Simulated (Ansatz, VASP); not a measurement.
## Two plane-wave programs on Be

The input INCAR:

```
  PREC = Accurate
  ENCUT = 520
  EDIFF = 1E-6
  ISMEAR = -1
  SIGMA = 0.1
  LREAL = F
  LASPH = T
  NELM = 60
  ALGO = Normal
  ISIF = 2
  LWAVE = F
  LCHARG = F
  GGA = RP
  NBANDS = 12
```

The input KPOINTS:

```
regular mesh
0
Gamma
  18 18 5
```

Contents of POSCAR:

```
Be
1.0
    2.2124602544      0.0000000000      0.0000000000
   -1.1062301272      1.9160467852      0.0000000000
    0.0000000000      0.0000000000      7.0373698761
Be
4
Direct
    0.0000000000      1.0000000000      1.0000000000
    1.0000000000      1.0000000000      0.5000000000
    0.3333333333      0.6666666667      0.2500000000
    0.6666666667      0.3333333333      0.7500000000
```

Input for Ansatz:

```yaml
crystal:
  lattice:
    - [2.2124602544, 0.0, 0.0]
    - [-1.1062301272, 1.9160467852, 0.0]
    - [0.0, 0.0, 7.0373698761]
  atoms:
    - { symbol: Be, position: [0.0, 1.0, 1.0] }
    - { symbol: Be, position: [1.0, 1.0, 0.5] }
    - { symbol: Be, position: [0.3333333333, 0.6666666667, 0.25] }
    - { symbol: Be, position: [0.6666666667, 0.3333333333, 0.75] }
hamiltonian:
  xc: rpbe
  pseudopotentials:
    kind: paw
    azcp:
      Be: "pseudopotentials/Be.paw.azcp"
basis:
  ecutwfc: 420
  fft_grid_basis: typed
kpoints:
  mp_grid: { grid: [18, 18, 5], shift: [0, 0, 0] }
magnetization:
  spin_polarized: false
scf:
  occupations: { method: fermi_dirac, width: 0.1 }
  lower_state_search: "off"
output:
  stress: true
```

Alike in both runs: task single point; functional RPBE; k mesh 18 × 18 × 5; occupations fermi-dirac, width 0.1 eV; no spin polarisation.

```csv
,VASP,Ansatz
version,VASP 6.6.1,Ansatz 0.2.0
potentials or method,"VASP PAW PBE potentials, release 64 (Be), cutoff 520 eV","plane waves (420 eV) with PAW, scalar-relativistic"
valence electrons in the cell,8,8
```

|  | VASP | Ansatz | Ansatz less VASP |
| --- | --- | --- | --- |
| pressure (GPa) | 11.3 | 11.3 | -0.03 |
| traceless stress, the component that is largest in VASP (GPa) | 1.60 | 1.58 | -0.026 |

VASP's potentials were made for PBE, not for RPBE. The functional is the same, so the differences come from potentials, cutoffs and numerics.
